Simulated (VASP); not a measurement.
# TiSi2 (P1) in VASP: notebook, part 3 of 3

VASP 6.6.1.

## 5. Single point, PBEsol

This run uses another cell than the first one, of 14.68 Å³/atom, 0.979 times its volume.

INCAR

```
  PREC = Accurate
  ENCUT = 520
  EDIFF = 1E-6
  ISMEAR = -1
  SIGMA = 0.17
  LREAL = Auto
  LASPH = True
  NELM = 80
  ALGO = Normal
  ISIF = 2
  LWAVE = False
  LCHARG = False
  GGA = PS
  NBANDS = 98
```

KPOINTS

```
regular mesh
0
Gamma
  3 2 2
```

POSCAR

```
TiSi2
1.0
    4.8573820000      0.0000000000      0.0000000000
    0.0000000000      8.3700570000      0.0000000000
    0.0000000000      0.0000000000      8.6655880000
Ti Si
8 16
Direct
    0.4641800871      0.5002474894      0.4886915925
    0.7561274777      0.7610700859      0.7426962833
    0.0066702598     -0.0012783664      0.5071208093
    0.2487348123      0.2626027517      0.7830166862
    0.0000205872      0.4989452282      0.0138017178
    0.2229184363      0.7396962769      0.2426840510
    0.4835938372      0.0028554166     -0.0035542885
    0.8113424063      0.2331286394      0.2811696102
    0.5211037551      0.7972825036      0.4814676165
    0.4591568050      0.1896641803      0.5305121822
    0.2733571294      0.0993302674      0.2550779012
    0.2369795087      0.3947882314      0.2744418498
   -0.0803313390      0.3200336629      0.5717557770
   -0.0264957543      0.6491353643      0.5081017007
    0.7498483751      0.5628396557      0.2679795070
    0.6763725809      0.9252027794      0.2673217328
   -0.0062379282      0.8170553677      0.0016155857
   -0.0242105727      0.1499511891     -0.0143556329
    0.7349432266      0.1041569968      0.7542246412
    0.7024977653      0.4587901851      0.7936680119
    0.5423497678      0.3108819928      0.0354159464
    0.5071044443      0.6226719842      0.0257916716
    0.2568461776      0.6153960481      0.7630872827
    0.2917209312      0.9130642718      0.7235515928
```

Potentials or basis: VASP PAW PBE potentials, release 64 (Ti_sv, Si).

Command:

```console
> cat potpaw_PBE.64/Ti_sv/POTCAR potpaw_PBE.64/Si/POTCAR > POTCAR
> mpirun -np 1 vasp_std > vasp.out
```

OUTCAR:

```text
PREC = Accurate
   ENCUT = 520
   EDIFF = 1E-6
   ISMEAR = -1
   LREAL = Auto
   LASPH = True
   NELM = 80
   ISIF = 2
   GGA = PS

 ion  position               nearest neighbor table
   1  0.464  0.500  0.489-  12 2.33  15 2.42   9 2.50  10 2.62  14 2.69  23 2.76  13 2.77  14 2.78
                            20 2.91
   2  0.756  0.761  0.743-  14 2.47   9 2.55  17 2.57  20 2.58  24 2.60  23 2.72  23 2.73  19 2.88
                            24 2.90  22 2.97
   3  0.007  0.999  0.507-  24 2.44  19 2.67  11 2.68  16 2.70  10 2.73  13 2.78   9 2.91  14 2.93
                             9 3.02
   4  0.249  0.263  0.783-  18 2.39  13 2.48  10 2.49  21 2.64  19 2.72  20 2.75  19 2.84  23 2.96
                            24 2.98
   5  0.000  0.499  0.014-  20 2.42  15 2.57  22 2.61  17 2.66  22 2.67  12 2.68  23 2.69  21 2.73
                            18 2.93
   6  0.223  0.740  0.243-  17 2.45  22 2.53   9 2.57  16 2.70  14 2.71  15 2.74  12 2.90  15 2.96
                            11 3.02
   7  0.484  0.003  0.996-  19 2.57  11 2.59  16 2.61  21 2.62  24 2.65  18 2.69  18 2.76  17 2.84
                            17 2.93
   8  0.811  0.233  0.281-  12 2.47  11 2.52  21 2.58  16 2.66  13 2.67  18 2.77  15 2.78  10 2.78
                            11 2.85
   9  0.521  0.797  0.481-  16 2.27   1 2.50  14 2.53   2 2.55  24 2.57   6 2.57   3 2.91  15 2.92
                            14 2.94   3 3.02
  10  0.459  0.190  0.531-  19 2.46   4 2.49  13 2.51   1 2.62  11 2.66   3 2.73   8 2.78  13 2.86
                            24 2.97  12 3.01
  11  0.273  0.099  0.255-  16 2.44  12 2.48   8 2.52   7 2.59  10 2.66   3 2.68  18 2.78   8 2.85
                            21 2.91   6 3.02
  12  0.237  0.395  0.274-   1 2.33   8 2.47  11 2.48  21 2.64   5 2.68  15 2.75  15 2.86   6 2.90
                            10 3.01  13 3.07
  13  0.920  0.320  0.572-   4 2.48  20 2.48  10 2.51  19 2.56   8 2.67   1 2.77   3 2.78  14 2.82
                            10 2.86  12 3.07
  14  0.974  0.649  0.508-  15 2.46   2 2.47   9 2.53  23 2.62   1 2.69   6 2.71   1 2.78  13 2.82
                             3 2.93   9 2.94
  15  0.750  0.563  0.268-   1 2.42  14 2.46  22 2.46   5 2.57   6 2.74  12 2.75   8 2.78  12 2.86
                             9 2.92   6 2.96  16 3.05  21 3.09
  16  0.676  0.925  0.267-   9 2.27  11 2.44   7 2.61   8 2.66   3 2.70   6 2.70  17 2.92  15 3.05

  17  0.994  0.817  0.002-   6 2.45   2 2.57   5 2.66  18 2.79   7 2.84  22 2.88  16 2.92  24 2.92
[... 211 lines left out ...]
 non-spin polarized calculation
  energy-cutoff  :      520.00
  volume of cell :      352.31
 maximum number of plane-waves:      9506
   NGX = 19   NGY = 31   NGZ = 33

 number of electron     160.0000004 magnetization

 Free energy of the ion-electron system (eV)
  ---------------------------------------------------
  ext. energy  EPLUGINS =         0.00000000
  ---------------------------------------------------
  free energy    TOTEN  =      -169.66871167 eV

  energy without entropy =     -168.61280199  energy(sigma->0) =     -169.14075683

 E-fermi :   9.5884     XC(G=0): -11.5759

 val. band max:        9.5663980135   @ k =   0.3333   0.5000   0.0000
 cond. band min:       9.5997475616   @ k =   0.3333   0.0000   0.5000
 fundamental gap:      0.0333495481
 Fermi energy:         9.5884265331

 k-point     1 :       0.0000    0.0000    0.0000
  band No.  band energies     occupation
      1     -46.6954      2.00000
      2     -46.6838      2.00000
      3     -46.6755      2.00000
      4     -46.6421      2.00000
      5     -46.6177      2.00000
      6     -46.5190      2.00000
[... 749 lines left out ...]
     91      11.3689      0.00006
     92      11.5016      0.00003
 [bands above 92 left out]

------------------------ aborting loop because EDIFF is reached ----------------------------------------

  FORCE on cell =-STRESS in cart. coord.  units (eV):
  Direction    XX          YY          ZZ          XY          YZ          ZX
  --------------------------------------------------------------------------------------
  -------------------------------------------------------------------------------------
  Total       -3.0963547     -6.4225090     -5.3897383      0.1607293      0.7970378      3.1775231
  in kB      -14.0809700    -29.2069758    -24.5103520      0.7309320      3.6246057     14.4500911
  external PRESSURE =     -22.5994326 kB  Pullay stress =       0.0000000 kB

 VOLUME and BASIS-vectors are now :
 -----------------------------------------------------------------------------
  energy-cutoff  :      520.00
  volume of cell :      352.31
      direct lattice vectors                 reciprocal lattice vectors
     4.857382000  0.000000000  0.000000000     0.205872217  0.000000000  0.000000000
     0.000000000  8.370057000  0.000000000     0.000000000  0.119473499  0.000000000
     0.000000000  0.000000000  8.665588000     0.000000000  0.000000000  0.115398978

 POSITION                                       TOTAL-FORCE (eV/Angst)
 -----------------------------------------------------------------------------------
      2.25470      4.18710      4.23480         1.245144     -0.223882      3.512245
      3.67280      6.37020      6.43590        -0.351853      0.371563      1.114831
      0.03240      8.35936      4.39450        -0.953722      0.030975     -0.684347
      1.20820      2.19800      6.78530         0.634940      0.031913     -0.736220
      0.00010      4.17620      0.11960         0.796503     -0.436978      0.506504
      1.08280      6.19130      2.10300         0.571316     -0.147594      1.512518
[... 16 lines left out ...]
      1.24760      5.15090      6.61260        -0.458190     -0.693908      0.000487
      1.41700      7.64240      6.27000        -0.433128      0.267502      1.029108
 -----------------------------------------------------------------------------------
    total drift:                               -0.004616      0.018242      0.001167

  FREE ENERGIE OF THE ION-ELECTRON SYSTEM (eV)
  ---------------------------------------------------
  free  energy   TOTEN  =      -169.6687116663 eV

  energy  without entropy=     -168.6128019866  energy(sigma->0) =     -169.14075683
```

It took 11 min on 1 thread of Oxide Virtual Turin-like, shared host; peak memory 0.42 GiB.

Results:

```
Free energy            : -169.6687 eV
Pressure               : -2.3 GPa
Largest force          : 3.733 eV/Å
Band gap on the k mesh : zero (band 80 reaches 9.92 eV, above the bottom of band 81 at 9.18 eV)
```

Forces on the atoms (eV/Å):
```
Ti   1.245 -0.224  3.512
Ti  -0.352  0.372  1.115
Ti  -0.954  0.031 -0.684
Ti   0.635  0.032 -0.736
Ti   0.797 -0.437  0.507
Ti   0.571 -0.148  1.513
Ti   0.251 -0.816  0.306
Ti  -2.682  0.219 -0.363
Si  -0.887  0.995  1.009
Si  -0.002 -0.686 -1.284
Si  -0.413 -0.463  0.191
Si   0.080  0.449 -1.451
Si   0.624  0.445 -1.505
Si   0.927  0.068 -0.482
Si   0.379  0.277 -0.697
Si   1.763 -0.190 -1.111
Si  -0.298  1.042 -0.158
Si   0.473 -0.412  1.924
Si   0.192 -0.850 -0.376
Si  -0.264 -1.120 -1.314
Si  -1.036  0.719 -0.323
Si  -0.158  1.122 -0.622
Si  -0.458 -0.694  0.000
Si  -0.433  0.268  1.029
```

Stress tensor (GPa, compression positive):
```
-1.41  0.07  1.45
 0.07 -2.92  0.36
 1.45  0.36 -2.45
```

Caveat: the k points lie up to 0.43 Å⁻¹ apart; the PAW data sets were made with another functional, which shifts forces and pressure a little.

## 6. Summary

| cell | gap on the mesh (eV) | pressure (GPa) | largest force (eV/Å) |
| --- | --- | --- | --- |
| a = 4.892, b = 8.430, c = 8.728 Å, 24 atoms | none | -6.9 | 2.50 |
| a = 4.799, b = 8.269, c = 8.561 Å, 24 atoms | none | 2.5 | 4.12 |
| a = 4.817, b = 8.300, c = 8.593 Å, 24 atoms | none | -0.5 | 2.83 |
| a = 4.857, b = 8.370, c = 8.666 Å, 24 atoms | none | -2.3 | 3.73 |

Alike in all rows: task single point; level PBEsol; potentials or basis VASP PAW PBE potentials, release 64 (Ti_sv, Si); no spin polarisation; k mesh 3 × 2 × 2; cutoff (eV) 520; smearing fermi-dirac 0.17 eV.

Caveats: all runs use coarse meshes; the PAW data sets were made with another functional, which shifts forces and pressure a little.

Total energies depend on the potentials used, so only differences within one code and one set of settings carry meaning.
